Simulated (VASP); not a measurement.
Here is a VASP 6.6.1 calculation.

INCAR

```
SYSTEM = Fe
PREC = Accurate ; ENCUT = 600
EDIFF = 1E-7 ; ISMEAR = -1
SIGMA = 0.08 ; LREAL = .False.
LASPH = .True. ; NELM = 150
ALGO = Normal ; ISIF = 4
LWAVE = .False. ; LCHARG = .False.
ISPIN = 2 ; MAGMOM = 2.5
LORBIT = 11 ; LMAXMIX = 4
GGA = PE ; IBRION = 2
NSW = 50 ; EDIFFG = -0.005
```

File KPOINTS:

```
Automatic mesh
0
Gamma
  18 18 16
  0 0 0
```

Contents of POSCAR:

```
Fe
1.0
    2.3015883393      0.0000000000      0.0000000000
   -1.1507941697      1.9932339709      0.0000000000
    0.0000000000      0.0000000000      2.2105443211
Fe
1
Direct
    0.0000000000      0.0000000000      0.0000000000
```

Potentials or basis: VASP PAW PBE potentials, release 64 (Fe).

Launch:

```bash
$ cat potpaw_PBE.64/Fe/POTCAR > POTCAR
$ mpirun -np 1 vasp_std > vasp.out
```

(1) Predict the site moments.

(2) What does it give for the net moment?

Answers

(1) Fe +1.79 μB.

(2) 1.82 μB per cell.
